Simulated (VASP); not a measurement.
# Cu2AgF3 (Cm) in VASP: single point with PBEsol

Aim: the single point of Cu2AgF3 with PBEsol.

Program: VASP 6.6.1. These are calculated values, not measurements. Logs are shortened: lines on timing, memory, paths and dates and some standing lists are left out, and cuts for length are marked.

## Step 1: The cell of the first run

Symmetry: Cm, No. 8, monoclinic system. The conventional cell has a = 10.790 Å, b = 2.839 Å, c = 5.818 Å, α = 90.00°, β = 121.11°, γ = 90.00°. Cu (site symmetry m) has 3 F at 1.97 to 2.06 Å and 1 Cu at 2.51 Å and 2 Ag at 2.59 Å within 2.6 Å. Within 2.9 Å of Cu (site symmetry m) lie 5 F at 2.02 to 2.76 Å and 3 Cu at 2.51 to 2.84 Å and 2 Ag at 2.72 Å. Ag (site symmetry m) has 6 F at 2.35 to 3.19 Å and 5 Cu at 2.59 to 3.26 Å and 2 Ag at 2.84 Å within 3.3 Å. Within 3.0 Å of F (site symmetry m) lie 4 Cu at 2.08 to 2.92 Å and 2 Ag at 2.41 Å and 6 F at 2.69 to 2.95 Å. Within 2.7 Å of F (site symmetry m) lie 3 Cu at 2.02 to 2.06 Å and 1 F at 2.69 Å. F (site symmetry m) has 2 Cu at 1.97 Å and 1 Ag at 2.35 Å within 2.6 Å.

## Step 2: Single point, PBEsol

Contents of INCAR:

```
ALGO = Normal ; EDIFF = 1E-6
ENCUT = 520 ; GGA = PS
ISIF = 2 ; ISMEAR = -1
LASPH = T ; LCHARG = F
LREAL = F ; LWAVE = F
NBANDS = 36 ; NELM = 100
PREC = Accurate ; SIGMA = 0.03
```

Contents of KPOINTS:

```
k-points
0
Gamma
  6 6 4
```

Contents of POSCAR:

```
Cu2AgF3
1.0
    5.2824692142     -1.4193149611      1.0950004329
    5.2824692142      1.4193149611      1.0950004329
   -3.9544971162      0.0000000000      4.2676037671
Cu Ag F
2 1 3
Direct
    0.6223377686      0.6223377686      0.7742119735
    0.4135419666      0.4135419666      0.2989532404
    0.1572293474      0.1572293474      0.4394951947
    0.8470207322      0.8470207322      0.4747950162
    0.8445574572      0.8445574572      1.0107702060
    0.1153127380      0.1153127380      0.0017743693
```

Potentials or basis: VASP PAW PBE potentials, release 64 (Cu, Ag, F).

On the command line:

```console
cat potpaw_PBE.64/Cu/POTCAR potpaw_PBE.64/Ag/POTCAR potpaw_PBE.64/F/POTCAR > POTCAR
mpirun -np 1 vasp_std > vasp.out
```

OUTCAR:

```text
EDIFF = 1E-6
   ENCUT = 520
   GGA = PS
   ISIF = 2
   ISMEAR = -1
   LASPH = T
   LREAL = F
   NELM = 100
   PREC = Accurate

 ion  position               nearest neighbor table
   1  0.622  0.622  0.774-   6 1.97   6 1.97   5 2.06   2 2.51   3 2.59   3 2.59
   2  0.414  0.414  0.299-   5 2.02   5 2.02   4 2.08   4 2.08   1 2.51   3 2.72   3 2.72
   3  0.157  0.157  0.439-   6 2.35   4 2.41   4 2.41   1 2.59   1 2.59   2 2.72   2 2.72
   4  0.847  0.847  0.475-   2 2.08   2 2.08   3 2.41   3 2.41
   5  0.845  0.845  0.011-   2 2.02   2 2.02   1 2.06
   6  0.115  0.115  0.002-   1 1.97   1 1.97   3 2.35

  LATTYP: Found a base centered monoclinic cell.
 ALAT       =    10.7895332516
 B/A-ratio  =     0.2630910769
 C/A-ratio  =     0.5392371664
 COS(beta)  =    -0.5166560125

  Lattice vectors:

 A1 = (   5.2824692142,  -1.4193149611,   1.0950004329)
 A2 = (   5.2824692142,   1.4193149611,   1.0950004329)
 A3 = (  -3.9544971162,   0.0000000000,   4.2676037671)

Analysis of symmetry for initial positions (statically):
=====================================================================
 Subroutine PRICEL returns:
 Original cell was already a primitive cell.

 Routine SETGRP: Setting up the symmetry group for a
 base centered monoclinic supercell.

 Subroutine GETGRP returns: Found  2 space group operations
 (whereof  2 operations were pure point group operations)
 out of a pool of  4 trial point group operations.

The static configuration has the point symmetry C_1h.

Analysis of symmetry for dynamics (positions and initial velocities):
=====================================================================
 Subroutine PRICEL returns:
 Original cell was already a primitive cell.

 Routine SETGRP: Setting up the symmetry group for a
 base centered monoclinic supercell.

 Subroutine GETGRP returns: Found  2 space group operations
 (whereof  2 operations were pure point group operations)
 out of a pool of  4 trial point group operations.

The dynamic configuration has the point symmetry C_1h.

 Subroutine INISYM returns: Found  2 space group operations
 (whereof  2 operations are pure point group operations),
 and found     1 'primitive' translations

----------------------------------------------------------------------------------------

                                     Primitive cell

  volume of cell :      76.2844

  direct lattice vectors                    reciprocal lattice vectors
     5.282469214 -1.419314961  1.095000433     0.079401234 -0.352282625  0.073575704
     5.282469214  1.419314961  1.095000433     0.079401234  0.352282625  0.073575704
    -3.954497116  0.000000000  4.267603767    -0.040746231  0.000000000  0.196566783

  length of vectors
     5.578347596  5.578347596  5.818117338     0.368538991  0.368538991  0.200745500

  position of ions in fractional coordinates (direct lattice)
     0.622337769  0.622337769  0.774211974
     0.413541967  0.413541967  0.298953240
     0.157229347  0.157229347  0.439495195
     0.847020732  0.847020732  0.474795016
     0.844557457  0.844557457  0.010770206
     0.115312738  0.115312738  0.001774369

  ion indices of the primitive-cell ions
   primitive index   ion index
                 1           1
                 2           2
                 3           3
                 4           4
                 5           5
                 6           6

----------------------------------------------------------------------------------------

 KPOINTS: k-points

Automatic generation of k-mesh.
 Grid dimensions read from file:
 generate k-points for:    6    6    4

 Generating k-lattice:

  Cartesian coordinates                     Fractional coordinates (reciprocal lattice)
     0.013233539 -0.058713771  0.012262617     0.166666667 -0.000000000  0.000000000
     0.013233539  0.058713771  0.012262617    -0.000000000  0.166666667  0.000000000
    -0.010186558  0.000000000  0.049141696     0.000000000  0.000000000  0.250000000

  Length of vectors
     0.061423165  0.061423165  0.050186375

  Shift w.r.t. Gamma in fractional coordinates (k-lattice)
     0.000000000  0.000000000  0.000000000

 Subroutine IBZKPT returns following result:
 ===========================================

 Found     47 irreducible k-points:

 Following reciprocal coordinates:
            Coordinates               Weight
  0.000000  0.000000  0.000000      1.000000
  0.166667 -0.000000  0.000000      4.000000
  0.333333 -0.000000  0.000000      4.000000
  0.500000 -0.000000  0.000000      2.000000
  0.166667  0.166667  0.000000      2.000000
  0.333333  0.166667  0.000000      4.000000
[... 16 lines left out ...]
 -0.333333  0.166667  0.250000      4.000000
 -0.166667  0.166667  0.250000      4.000000
 [... further k-points ...]
   k-points           NKPTS =     47   k-points in BZ     NKDIM =     47   number of bands    NBANDS=     36
   number of dos      NEDOS =    301   number of ions     NIONS =      6
   total plane-waves  NPLWV =  84672
   dimension x,y,z NGX =    42 NGY =   42 NGZ =   48
   dimension x,y,z NGXF=    84 NGYF=   84 NGZF=   96
   ions per type =               2   1   3
   NGX,Y,Z   is equivalent  to a cutoff of  12.52, 12.52, 13.72 a.u.
   NGXF,Y,Z  is equivalent  to a cutoff of  25.03, 25.03, 27.43 a.u.
 SYSTEM =  unknown system
   PREC   = accura    normal or accurate (medium, high low for compatibility)
   ISTART =      0    job   : 0-new  1-cont  2-samecut
   ICHARG =      2    charge: 1-file 2-atom 10-const
   ISPIN  =      1    spin polarized calculation?
   LNONCOLLINEAR =      F non collinear calculations
   LSORBIT =      F    spin-orbit coupling
   LASPH  =      T    aspherical Exc in radial PAW
   ENCUT  =  520.0 eV  38.22 Ry    6.18 a.u.  10.37 10.37 10.82*2*pi/ulx,y,z
   NELM   =    100;   NELMIN=  2; NELMDL= -5     # of ELM steps
   EDIFF  = 0.1E-05   stopping-criterion for ELM
   LREAL  =      F    real-space projection
[... 7 lines left out ...]
   TEBEG  =    0.0;   TEEND  =   0.0 temperature during run
   PSTRESS=    0.0 pullay stress
   NELECT =      54.0000    total number of electrons
   NUPDOWN=      -1.0000    fix difference up-down
   EMIN   =  10.00;   EMAX   =-10.00  energy-range for DOS
   EFERMI =   0.00;   METHOD = LEGACY
   ISMEAR =    -1;   SIGMA  =   0.03  broadening in eV -4-tet -1-fermi 0-gaus
   EFERMI_NEDOS =   21; number of points for ismear=-14 and -15
   IALGO  =     38    algorithm
   IMIX   =      4    mixing-type and parameters
     AMIX     =   0.40;   BMIX     =  1.00
     AMIX_MAG =   1.60;   BMIX_MAG =  1.00
  volume/ion in A,a.u.               =      12.71        85.80
  Fermi-wavevector in a.u.,A,eV,Ry     =   1.459019  2.757146 28.963208  2.128736
  Thomas-Fermi vector in A             =   2.575635
   LORBIT       =      0    0 simple, 1 ext, 2 COOP (PROOUT), +10 PAW based schemes
   GGA     = PS    functional components
   LHFCALC =     F    Hartree Fock is set to
   AEXX    =    0.0000 exact exchange contribution
   IVDW    =     0    specifies the selected vdW correction
   LEPSILON=     F    determine dielectric tensor
   LRPA    =     F    only Hartree local field effects (RPA)
 non-spin polarized calculation
  energy-cutoff  :      520.00
  volume of cell :       76.28
 maximum number of plane-waves:      2073
 NGX is ok and might be reduce to    42
   NGX = 21   NGY = 21   NGZ = 21

 number of electron      53.9999995 magnetization

 Free energy of the ion-electron system (eV)
  ---------------------------------------------------
  ext. energy  EPLUGINS =         0.00000000
  ---------------------------------------------------
  free energy    TOTEN  =       -23.30655780 eV

  energy without entropy =      -23.28014748  energy(sigma->0) =      -23.29335264

 E-fermi :   3.0372     XC(G=0): -11.0140

 val. band max:        3.0312991972   @ k =   0.0000   0.0000   0.5000
 cond. band min:       3.0434532281   @ k =   0.3333   0.1667   0.0000
 fundamental gap:      0.0121540308
 Fermi energy:         3.0372119767

 k-point     1 :       0.0000    0.0000    0.0000
  band No.  band energies     occupation
      1     -19.8810      2.00000
      2     -19.4346      2.00000
      3     -19.3781      2.00000
      4      -3.2702      2.00000
      5      -2.9402      2.00000
      6      -2.5504      2.00000
[... 28 lines left out ...]
     35      18.0381      0.00000
     36      18.5905      0.00000

 k-point     2 :       0.1667   -0.0000    0.0000
  band No.  band energies     occupation
      1     -19.7935      2.00000
      2     -19.3909      2.00000
      3     -19.3405      2.00000
      4      -3.1270      2.00000
      5      -2.7879      2.00000
      6      -2.4378      2.00000
[... 28 lines left out ...]
     35      14.6780      0.00000
     36      17.3418      0.00000

 k-point     3 :       0.3333   -0.0000    0.0000
  band No.  band energies     occupation
      1     -19.6044      2.00000
      2     -19.3067      2.00000
      3     -19.2681      2.00000
      4      -2.9444      2.00000
      5      -2.6043      2.00000
      6      -2.5782      2.00000
[... 28 lines left out ...]
     35      14.3782      0.00000
     36      15.2842      0.00000
[... 742 lines left out ...]
 k-point    23 :      -0.3333    0.1667    0.2500
  band No.  band energies     occupation
      1     -19.4827      2.00000
      2     -19.2933      2.00000
      3     -19.2269      2.00000
      4      -3.1237      2.00000
      5      -2.7691      2.00000
      6      -2.5826      2.00000
[... 28 lines left out ...]
     35      14.8342      0.00000
     36      15.4296      0.00000

 k-point    24 :      -0.1667    0.1667    0.2500
  band No.  band energies     occupation
      1     -19.5929      2.00000
      2     -19.3207      2.00000
      3     -19.2660      2.00000
      4      -3.0062      2.00000
      5      -2.6739      2.00000
      6      -2.4954      2.00000
[... 28 lines left out ...]
     35      14.6669      0.00000
     36      15.2771      0.00000

 [... further k-points ...]

------------------------ aborting loop because EDIFF is reached ----------------------------------------

  FORCE on cell =-STRESS in cart. coord.  units (eV):
  Direction    XX          YY          ZZ          XY          YZ          ZX
  --------------------------------------------------------------------------------------
  -------------------------------------------------------------------------------------
  Total       -0.0503248      0.1207841     -0.0168659      0.0000000      0.0000000     -0.0596359
  in kB       -1.0569570      2.5367911     -0.3542284      0.0000000      0.0000000     -1.2525146
  external PRESSURE =       0.3752019 kB  Pullay stress =       0.0000000 kB

 VOLUME and BASIS-vectors are now :
 -----------------------------------------------------------------------------
  energy-cutoff  :      520.00
  volume of cell :       76.28
      direct lattice vectors                 reciprocal lattice vectors
     5.282469214 -1.419314961  1.095000433     0.079401234 -0.352282625  0.073575704
     5.282469214  1.419314961  1.095000433     0.079401234  0.352282625  0.073575704
    -3.954497116  0.000000000  4.267603767    -0.040746231  0.000000000  0.196566783

 POSITION                                       TOTAL-FORCE (eV/Angst)
 -----------------------------------------------------------------------------------
      3.51334      0.00000      4.66695         0.016305      0.000000     -0.043918
      3.18684      0.00000      2.18147         0.006693      0.000000      0.007320
     -0.07686      0.00000      2.21992         0.032535      0.000000     -0.012409
      7.07115      0.00000      3.88121        -0.037107      0.000000      0.018692
      8.88011      0.00000      1.89554         0.038733      0.000000     -0.032436
      1.21126      0.00000      0.26011        -0.057160      0.000000      0.062751
 -----------------------------------------------------------------------------------
    total drift:                                0.000543     -0.000000     -0.000571

  FREE ENERGIE OF THE ION-ELECTRON SYSTEM (eV)
  ---------------------------------------------------
  free  energy   TOTEN  =       -23.3065577959 eV

  energy  without entropy=      -23.2801474832  energy(sigma->0) =      -23.29335264
```

Wall time 5.1 min (1 thread of AMD EPYC 9R14 (Zen 4), shared host); peak memory 0.3 GiB.

What came out:

```yaml
Free_energy: -23.3066 eV
Pressure: 0.0 GPa
Largest_force: 0.085 eV/Å
Band_gap_on_the_k_mesh: zero (bands 27 and 28 overlap by 0.14 eV)
```

Forces on the atoms (eV/Å):
```
Cu   0.016  0.000 -0.044
Cu   0.007  0.000  0.007
Ag   0.033  0.000 -0.012
F   -0.037  0.000  0.019
F    0.039  0.000 -0.032
F   -0.057  0.000  0.063
```

Caveat: the k points lie up to 0.39 Å⁻¹ apart; semilocal functionals underestimate gaps, and a narrow one can read as zero; the PAW data sets were made with another functional, which shifts forces and pressure a little.
